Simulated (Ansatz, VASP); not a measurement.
**PbSe: VASP beside Ansatz**

Contents of INCAR:

```
  PREC = Accurate
  ENCUT = 520
  EDIFF = 1E-7
  ISMEAR = -1
  SIGMA = 0.05
  LREAL = F
  LASPH = T
  NELM = 150
  ALGO = Normal
  ISIF = 2
  LWAVE = F
  LCHARG = T
  MAGMOM = 0 0 0 0 0 0
  LORBIT = 11
  LSORBIT = T
  GGA_COMPAT = F
  LORBMOM = T
  GGA = PE
  LVHAR = T
  NBANDS = 32
```

KPOINTS

```
regular mesh
0
Gamma
  8 8 8
```

The input POSCAR:

```
PbSe
1.0
    0.0000000000      3.0192847941      3.0192847941
    3.0192847941      0.0000000000      3.0192847941
    3.0192847941      3.0192847941      0.0000000000
Pb Se
1 1
Direct
    0.0000000000      0.0000000000      0.0000000000
    0.5000000000      0.5000000000      0.5000000000
```

input.yaml

```yaml
crystal:
  lattice:
    - [0.0, 3.0192847941, 3.0192847941]
    - [3.0192847941, 0.0, 3.0192847941]
    - [3.0192847941, 3.0192847941, 0.0]
  atoms:
    - { symbol: Pb, position: [0.0, 0.0, 0.0] }
    - { symbol: Se, position: [0.5, 0.5, 0.5] }
hamiltonian:
  xc: pbe
  pseudopotentials: { kind: paw_fr }
magnetization:
  noncollinear: true
  spin_orbit: true
kpoints:
  mp_grid: { grid: [8, 8, 8] }
scf:
  occupations: { method: fermi_dirac, width: 0.05 }
output:
  forces: true
  stress: true
  eigenvalues: true
  write_density: true
  write_potential: true
  elf: true
  volumetric_format: npy
```

Alike in both runs: task single point; functional PBE; k mesh 8 × 8 × 8; occupations fermi-dirac, width 0.05 eV; non-collinear spin, spin-orbit coupling.

```csv
,VASP,Ansatz
version,VASP 6.6.1,Ansatz 0.2.0
potentials or method,"VASP PAW PBE potentials, release 64 (Pb_d, Se)",Ansatz PAW
plane-wave cutoff (eV),520,420
valence electrons in the cell,20,30
```

```tsv
	VASP	Ansatz	Ansatz less VASP
pressure (GPa)	4.5	4.4	-0.13
net moment per atom (μB)	0.00	0.00	0.000
```

With one functional, cell and mesh, what is left measures potentials, basis and numerics. VASP's potentials hold 20 valence electrons a cell and Ansatz's 30, so a difference there can come from the potentials and not from the codes.
